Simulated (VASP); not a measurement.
# MnGa3 (Fm-3m) in VASP: a series of runs

The runs below take MnGa3 through single point, relaxation of cell and atoms, with PBEsol.

Everything below comes from runs of VASP 6.6.1. Logs are shortened: lines on timing, memory, paths and dates and some standing lists are left out, and cuts for length are marked.

## (1) The cell of the first run

The structure is cubic, space group Fm-3m (No. 225). The conventional cell has a = 6.354 Å, b = 6.354 Å, c = 6.354 Å, α = 90.00°, β = 90.00°, γ = 90.00°. Ga (site symmetry -43m) has 10 Ga at 2.75 to 3.18 Å and 4 Mn at 2.75 Å within 3.6 Å. Ga (site symmetry m-3m) has 8 Ga at 2.75 Å and 6 Mn at 3.18 Å within 3.6 Å. Mn (site symmetry m-3m) has 14 Ga at 2.75 to 3.18 Å within 3.6 Å.

## (2) Single point, PBEsol, collinear spin, ferromagnetic start

INCAR

```
ALGO = Normal
EDIFF = 1E-7
ENCUT = 520
GGA = PS
ISIF = 2
ISMEAR = 0
ISPIN = 2
LASPH = True
LCHARG = False
LMAXMIX = 4
LORBIT = 11
LREAL = False
LWAVE = False
MAGMOM = 0.14 0.14 0.18 4.39
NBANDS = 38
NELM = 150
NUPDOWN = 5.0
PREC = Accurate
SIGMA = 0.1
```

KPOINTS

```
k-points
0
Gamma
  12 12 12
```

POSCAR

```
MnGa3
1.0
    0.0000000000      3.1769426435      3.1769426435
    3.1769426435      0.0000000000      3.1769426435
    3.1769426435      3.1769426435      0.0000000000
Ga Mn
3 1
Direct
    0.2500000000      0.2500000000      0.2500000000
    0.7500000000      0.7500000000      0.7500000000
    0.5000000000      0.5000000000      0.5000000000
    0.0000000000      0.0000000000      0.0000000000
```

Potentials or basis: VASP PAW PBE potentials, release 64 (Ga_d, Mn_pv).

Command:

```sh
cat potpaw_PBE.64/Ga_d/POTCAR potpaw_PBE.64/Mn_pv/POTCAR > POTCAR
mpirun -np 1 vasp_std > vasp.out
```

OUTCAR:

```text
EDIFF = 1E-7
   ENCUT = 520
   GGA = PS
   ISIF = 2
   ISMEAR = 0
   ISPIN = 2
   LASPH = True
   LORBIT = 11
   LREAL = False
   NELM = 150
   NUPDOWN = 5.0
   PREC = Accurate

 ion  position               nearest neighbor table
   1  0.250  0.250  0.250-   4 2.75   3 2.75   4 2.75   3 2.75   4 2.75   4 2.75   3 2.75   3 2.75

   2  0.750  0.750  0.750-   3 2.75   4 2.75   3 2.75   3 2.75   4 2.75   3 2.75   4 2.75   4 2.75

   3  0.500  0.500  0.500-   1 2.75   2 2.75   1 2.75   1 2.75   2 2.75   1 2.75   2 2.75   2 2.75

   4  0.000  0.000  0.000-   2 2.75   1 2.75   2 2.75   1 2.75   2 2.75   2 2.75   1 2.75   1 2.75

  LATTYP: Found a face centered cubic cell.
 ALAT       =     6.3538852870

  Lattice vectors:

 A1 = (   0.0000000000,   3.1769426435,   3.1769426435)
 A2 = (   3.1769426435,   0.0000000000,   3.1769426435)
 A3 = (   3.1769426435,   3.1769426435,   0.0000000000)

Analysis of symmetry for initial positions (statically):
=====================================================================
 Subroutine PRICEL returns:
 Original cell was already a primitive cell.

 Routine SETGRP: Setting up the symmetry group for a
 face centered cubic supercell.

 Subroutine GETGRP returns: Found 48 space group operations
 (whereof 48 operations were pure point group operations)
 out of a pool of 48 trial point group operations.

The static configuration has the point symmetry O_h .

Analysis of symmetry for dynamics (positions and initial velocities):
=====================================================================
 Subroutine PRICEL returns:
 Original cell was already a primitive cell.

 Routine SETGRP: Setting up the symmetry group for a
 face centered cubic supercell.

 Subroutine GETGRP returns: Found 48 space group operations
 (whereof 48 operations were pure point group operations)
 out of a pool of 48 trial point group operations.

The dynamic configuration has the point symmetry O_h .

Analysis of structural, dynamic, and magnetic symmetry:
=====================================================================
 Subroutine PRICEL returns:
 Original cell was already a primitive cell.

 Routine SETGRP: Setting up the symmetry group for a
 face centered cubic supercell.

 Subroutine GETGRP returns: Found 48 space group operations
 (whereof 48 operations were pure point group operations)
 out of a pool of 48 trial point group operations.

The overall configuration has the point symmetry O_h .
[... 128 lines left out ...]
   GGA     = PS    functional components
   LHFCALC =     F    Hartree Fock is set to
   AEXX    =    0.0000 exact exchange contribution
   IVDW    =     0    specifies the selected vdW correction
   LEPSILON=     F    determine dielectric tensor
   LRPA    =     F    only Hartree local field effects (RPA)
 spin polarized calculation
 Gauss-broadening in eV      SIGMA  =   0.10
  energy-cutoff  :      520.00
  volume of cell :       64.13
 maximum number of plane-waves:      1759
 NGX is ok and might be reduce to    36
   NGX = 17   NGY = 17   NGZ = 17

 number of electron      52.0000017 magnetization       5.0000003

 Free energy of the ion-electron system (eV)
  ---------------------------------------------------
  ext. energy  EPLUGINS =         0.00000000
  ---------------------------------------------------
  free energy    TOTEN  =       -18.50955631 eV

  energy without entropy =      -18.49783877  energy(sigma->0) =      -18.50369754

 E-fermi :   6.7028     XC(G=0): -11.9303

 val. band max:        7.8002083499   @ k =   0.4167   0.0833   0.0000
 cond. band min:       6.7101012749   @ k =   0.5000   0.3333   0.1667
 fundamental gap:     -1.0901070750
 Fermi energy:         7.8011417486

 spin component 1

 k-point     1 :       0.0000    0.0000    0.0000
  band No.  band energies     occupation
      1     -43.3141      1.00000
      2     -43.3141      1.00000
      3     -43.3141      1.00000
      4      -8.0109      1.00000
      5      -8.0109      1.00000
      6      -7.9462      1.00000
[... 973 lines left out ...]
     37      17.0747      0.00000
     38      17.5373      0.00000

 [... further k-points ...]

 spin component 2

 k-point     1 :       0.0000    0.0000    0.0000
  band No.  band energies     occupation
      1     -39.2546      1.00000
      2     -39.2546      1.00000
      3     -39.2546      1.00000
      4      -7.9565      1.00000
      5      -7.9565      1.00000
      6      -7.8935      1.00000
[... 973 lines left out ...]
     37      17.6994      0.00000
     38      18.0473      0.00000

 [... further k-points ...]

------------------------ aborting loop because EDIFF is reached ----------------------------------------

  FORCE on cell =-STRESS in cart. coord.  units (eV):
  Direction    XX          YY          ZZ          XY          YZ          ZX
  --------------------------------------------------------------------------------------
  -------------------------------------------------------------------------------------
  Total        1.6159140      1.6159140      1.6159140      0.0000000      0.0000000      0.0000000
  in kB       40.3711105     40.3711105     40.3711105      0.0000000      0.0000000      0.0000000
  external PRESSURE =      40.3711105 kB  Pullay stress =       0.0000000 kB

 VOLUME and BASIS-vectors are now :
 -----------------------------------------------------------------------------
  energy-cutoff  :      520.00
  volume of cell :       64.13
      direct lattice vectors                 reciprocal lattice vectors
     0.000000000  3.176942643  3.176942643    -0.157384019  0.157384019  0.157384019
     3.176942643  0.000000000  3.176942643     0.157384019 -0.157384019  0.157384019
     3.176942643  3.176942643  0.000000000     0.157384019  0.157384019 -0.157384019

 POSITION                                       TOTAL-FORCE (eV/Angst)
 -----------------------------------------------------------------------------------
      1.58847      1.58847      1.58847         0.000000      0.000000      0.000000
      4.76541      4.76541      4.76541        -0.000000     -0.000000     -0.000000
      3.17694      3.17694      3.17694        -0.000000     -0.000000      0.000000
      0.00000      0.00000      0.00000        -0.000000     -0.000000      0.000000
 -----------------------------------------------------------------------------------
    total drift:                                0.000000      0.000000      0.000000

  FREE ENERGIE OF THE ION-ELECTRON SYSTEM (eV)
  ---------------------------------------------------
  free  energy   TOTEN  =       -18.5095563057 eV

  energy  without entropy=      -18.4978387682  energy(sigma->0) =      -18.50369754

 total charge

# of ion       s       p       d       tot
------------------------------------------
    1        0.999   0.684   9.977  11.659
    2        0.999   0.684   9.977  11.659
    3        0.984   0.657   9.988  11.629
    4        0.304   6.200   4.960  11.464
--------------------------------------------------
tot          3.286   8.225  34.901  46.412

 magnetization (x)

# of ion       s       p       d       tot
------------------------------------------
    1        0.059   0.047   0.025   0.131
    2        0.059   0.047   0.025   0.131
    3        0.110   0.049   0.017   0.176
    4        0.067   0.085   3.803   3.955
--------------------------------------------------
tot          0.296   0.227   3.871   4.394
```

OSZICAR:

```text
N       E                     dE             d eps       ncg     rms          rms(c)
DAV:   1     0.438389142789E+03    0.43839E+03   -0.24750E+04 12656   0.252E+03
DAV:   2     0.365986408830E+02   -0.40179E+03   -0.38380E+03 10972   0.562E+02
DAV:   3    -0.184588354624E+02   -0.55057E+02   -0.53942E+02 12002   0.162E+02
DAV:   4    -0.202185316834E+02   -0.17597E+01   -0.17548E+01 12908   0.322E+01
DAV:   5    -0.202571120282E+02   -0.38580E-01   -0.38574E-01 13908   0.452E+00    0.120E+01
DAV:   6    -0.209591171627E+02   -0.70201E+00   -0.22462E+01 11538   0.305E+01    0.202E+01
DAV:   7    -0.183995564011E+02    0.25596E+01   -0.63875E+00 11548   0.256E+01    0.562E+00
DAV:   8    -0.185179282666E+02   -0.11837E+00   -0.45324E-01 12224   0.440E+00    0.224E+00
DAV:   9    -0.184963946413E+02    0.21534E-01   -0.12610E-01 11806   0.256E+00    0.155E+00
DAV:  10    -0.185054519737E+02   -0.90573E-02   -0.20675E-02 12226   0.125E+00    0.893E-01
DAV:  11    -0.185093385707E+02   -0.38866E-02   -0.55347E-03 12750   0.590E-01    0.181E-01
DAV:  12    -0.185095362435E+02   -0.19767E-03   -0.71766E-04 12582   0.232E-01    0.858E-02
DAV:  13    -0.185095531045E+02   -0.16861E-04   -0.97143E-05 14016   0.888E-02    0.143E-02
DAV:  14    -0.185095554975E+02   -0.23931E-05   -0.14573E-05 11830   0.329E-02    0.670E-03
DAV:  15    -0.185095560870E+02   -0.58949E-06   -0.90818E-07 14152   0.179E-02    0.385E-03
DAV:  16    -0.185095562880E+02   -0.20105E-06   -0.40277E-07 10218   0.817E-03    0.106E-03
DAV:  17    -0.185095563057E+02   -0.17681E-07   -0.68838E-08  6650   0.406E-03
   1 F= -.18509556E+02 E0= -.18503698E+02  d E =-.117175E-01  mag=     5.0000
```

Run time: 7.1 min. Hardware: 1 thread of Intel Xeon 8259CL, shared host; peak memory 0.41 GiB.

Results:

| Quantity | Value |
| --- | --- |
| Free energy | -18.5096 eV |
| Pressure | 4.0 GPa |
| Net moment | 5.00 μB per cell |
| Site moments | Ga +0.13, +0.18 (each value once); Mn +3.96 μB |
| Valence electrons inside the program's atomic spheres | Ga 11.66, 11.63 (each value once); Mn 11.46 |

Caveat: the cell stands under pressure; the PAW data sets were made with another functional, which shifts forces and pressure a little; the total moment is fixed, so each spin has its own Fermi level and the state may be an excited one.

## (3) Relaxation of cell and atoms, PBEsol, collinear spin, ferromagnetic start

This run uses another cell than the first one, of 14.30 Å³/atom.

INCAR

```
PREC = Accurate
ENCUT = 600
EDIFF = 1E-7
ISMEAR = 0
SIGMA = 0.1
LREAL = F
LASPH = T
NELM = 150
ALGO = Normal
ISIF = 3
LWAVE = F
LCHARG = F
ISPIN = 2
MAGMOM = 0 0 0 3.19
LORBIT = 11
LMAXMIX = 4
GGA = PS
IBRION = 2
NSW = 100
EDIFFG = -0.05
```

KPOINTS

```
regular mesh
0
Gamma
  6 6 6
```

POSCAR

```
MnGa3
1.0
    0.0000000000      3.0581257835      3.0581257835
    3.0581257835      0.0000000000      3.0581257835
    3.0581257835      3.0581257835      0.0000000000
Ga Mn
3 1
Direct
    0.2500000000      0.2500000000      0.2500000000
    0.7500000000      0.7500000000      0.7500000000
    0.5000000000      0.5000000000      0.5000000000
    0.0000000000      0.0000000000      0.0000000000
```

Potentials or basis: VASP PAW PBE potentials, release 64 (Ga_d, Mn_pv).

Command:

```sh
cat potpaw_PBE.64/Ga_d/POTCAR potpaw_PBE.64/Mn_pv/POTCAR > POTCAR
mpirun -np 1 vasp_std > vasp.out
```

Wall time 5.1 min (1 thread of Intel Xeon Platinum 8259CL at 2.50GHz (Skylake/Cascade Lake), shared host); peak memory 0.27 GiB.

The run converged. Its results:

| Quantity | Value |
| --- | --- |
| Free energy | -18.8630 eV |
| Relaxed volume | 15.68 Å³/atom |
| Relaxed cell | a = 4.460 Å, b = 4.460 Å, c = 4.460 Å, α = 60.00°, β = 60.00°, γ = 60.00° |
| Space group after relaxing (to 0.1 Å) | Fm-3m (No. 225) |
| Energy gained by relaxing | 34.2 meV/atom |
| Ionic steps | 3 |
| Pressure after relaxing | 0.0 GPa |
| Net moment | 3.12 μB per cell |
| Site moments | Ga -0.06, -0.03 (each value once); Mn +3.18 μB |
| Valence electrons inside the program's atomic spheres | Ga 11.65, 11.63 (each value once); Mn 11.56 |

The path:
| step | energy change (eV) | largest force (eV/Å) | pressure (GPa) | volume (Å³) |
| --- | --- | --- | --- | --- |
| 1 | 0.0000 | 0.0000 | 8.53 | 57.20 |
| 2 | -0.1332 | 0.0000 | -1.14 | 63.74 |
| 3 | -0.1368 | 0.0000 | 0.02 | 62.74 |

Final structure:
```
Ga Mn
1.0
     0.00000    3.15379    3.15379
     3.15379    0.00000    3.15379
     3.15379    3.15379    0.00000
Ga Mn
3 1
Cartesian
  1.5769 1.5769 1.5769
  4.7307 4.7307 4.7307
  3.1538 3.1538 3.1538
  0.0000 0.0000 0.0000
```

Levels at points of the mesh, in eV from the Fermi level:
Spin up:
```tsv
k point	band 24	band 25	band 26	band 27	band 28	band 29	band 30	band 31	band 32	band 33
(0.00, 0.00, 0.00)	-2.54	-1.67	0.35	0.40	0.40	0.40	1.84	1.84	1.84	3.20
(0.50, 0.00, 0.00)	-2.42	-2.42	-2.13	-0.17	-0.17	0.52	0.52	1.50	6.24	7.06
(0.50, 0.50, 0.00)	-2.51	-2.41	-2.37	-2.37	-1.20	-0.48	6.73	6.73	7.40	7.45
```
Spin down:
```tsv
k point	band 20	band 21	band 22	band 23	band 24	band 25	band 26	band 27	band 28	band 29
(0.00, 0.00, 0.00)	-2.13	-2.13	-2.13	-1.76	0.26	0.26	0.38	0.38	0.38	0.46
(0.50, 0.00, 0.00)	-8.53	-2.61	-2.61	-2.20	-0.71	-0.02	-0.02	0.21	0.21	2.46
(0.50, 0.50, 0.00)	-7.95	-5.29	-3.95	-3.95	-1.56	0.12	0.12	0.57	1.40	1.95
```

Caveat: the PAW data sets were made with another functional, which shifts forces and pressure a little.

## (4) Single point, PBEsol, collinear spin, ferromagnetic start

INCAR

```
SYSTEM = MnGa3
  ALGO = Normal
  EDIFF = 1E-6
  ENCUT = 520
  GGA = PS
  ISIF = 2
  ISMEAR = 0
  ISPIN = 2
  LASPH = .True.
  LCHARG = .True.
  LELF = .True.
  LMAXMIX = 4
  LORBIT = 11
  LREAL = .False.
  LVHAR = .True.
  LWAVE = .False.
  MAGMOM = 0 0 0.02 3.88
  NBANDS = 38
  NELM = 150
  NUPDOWN = 3.75
  PREC = Accurate
  SIGMA = 0.1
```

KPOINTS

```
k-points
0
Gamma
  12 12 12
  0 0 0
```

POSCAR

```
MnGa3
1.0
    0.0000000000      3.1769426435      3.1769426435
    3.1769426435      0.0000000000      3.1769426435
    3.1769426435      3.1769426435      0.0000000000
Ga Mn
3 1
Direct
    0.2500000000      0.2500000000      0.2500000000
    0.7500000000      0.7500000000      0.7500000000
    0.5000000000      0.5000000000      0.5000000000
    0.0000000000      0.0000000000      0.0000000000
```

Command:

```sh
cat potpaw_PBE.64/Ga_d/POTCAR potpaw_PBE.64/Mn_pv/POTCAR > POTCAR
mpirun -np 1 vasp_std > vasp.out
```

Wall time 9.6 min (1 thread of Intel Xeon 8259CL, shared host); peak memory 0.42 GiB.

Results (log left out):

```yaml
Free_energy: -18.9003 eV
Pressure: 0.2 GPa
Net_moment: 3.75 μB per cell
Site_moments: Ga -0.01, +0.02 (each value once); Mn +3.51 μB
Valence_electrons_inside_the_program's_atomic_spheres: Ga 11.64, 11.62 (each value once); Mn 11.51
```

Caveat: the PAW data sets were made with another functional, which shifts forces and pressure a little; the total moment is fixed, so each spin has its own Fermi level and the state may be an excited one.

## (5) The runs side by side

```csv
task,fixed moment (μB),cell,k mesh,cutoff (eV),pressure (GPa),moment (μB)
single point,5.0,"a = 4.493 Å, angles 60.0°, 4 atoms",12 × 12 × 12,520,4.0,5.00
relaxation of cell and atoms,-,"relaxed from a = 4.325 Å, angles 60.0°, 4 atoms",6 × 6 × 6,600,0.0,3.12
single point,3.75,"a = 4.493 Å, angles 60.0°, 4 atoms",12 × 12 × 12,520,0.2,3.75
```

Alike in all rows: level PBEsol; potentials or basis VASP PAW PBE potentials, release 64 (Ga_d, Mn_pv); spin collinear, ferromagnetic start; smearing gaussian 0.1 eV.

Caveats: the PAW data sets were made with another functional, which shifts forces and pressure a little; the total moment is fixed, so each spin has its own Fermi level and the state may be an excited one (at least some runs); the cell stands under pressure (at least some runs).

Total energies depend on the potentials used, so only differences within one code and one set of settings carry meaning.
